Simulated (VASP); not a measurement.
The system is TeRu.

```
Ru Te
1.0
     0.00000    3.11393    3.11393
     3.11393    0.00000    3.11393
     3.11393    3.11393    0.00000
Ru Te
1 1
Cartesian
  0.0000 0.0000 0.0000
  1.5570 1.5570 1.5570
```

Base run:

* Program: VASP 6.6.1
* Functional: PBEsol
* Potentials or basis: VASP PAW PBE potentials, release 64 (Ru_pv, Te)
* Cutoff: 520 eV
* k mesh: 5 × 5 × 5
* Occupations: gaussian, width 0.05 eV
* Spin: collinear spin, ferromagnetic start
* Starting moments: [1.0, 0.0] μB
* Hubbard terms: Ru d U = 6.0 eV

Its results: band gap on the k mesh zero (filled and empty bands overlap); pressure -0.5 GPa.

The run is repeated on the same cell with these changes: spin from collinear spin, ferromagnetic start to no spin polarisation; further incar settings from ALGO = Normal; EDIFF = 1e-06; NBANDS = 21 to ALGO = Normal; EDIFF = 1e-06; NBANDS = 17. What comes out?

Band gap on the k mesh zero (bands 10 and 11 overlap by 2.32 eV); pressure -11.8 GPa.

Caveats: the PAW data sets were made with another functional, which shifts forces and pressure a little; spin-orbit coupling is left out, which moves the levels of the heavy elements; the U is typed as a test and isn't derived for this compound; the cell stands under tension (at least some runs); U without spin polarisation on a metal has little footing (at least some runs).
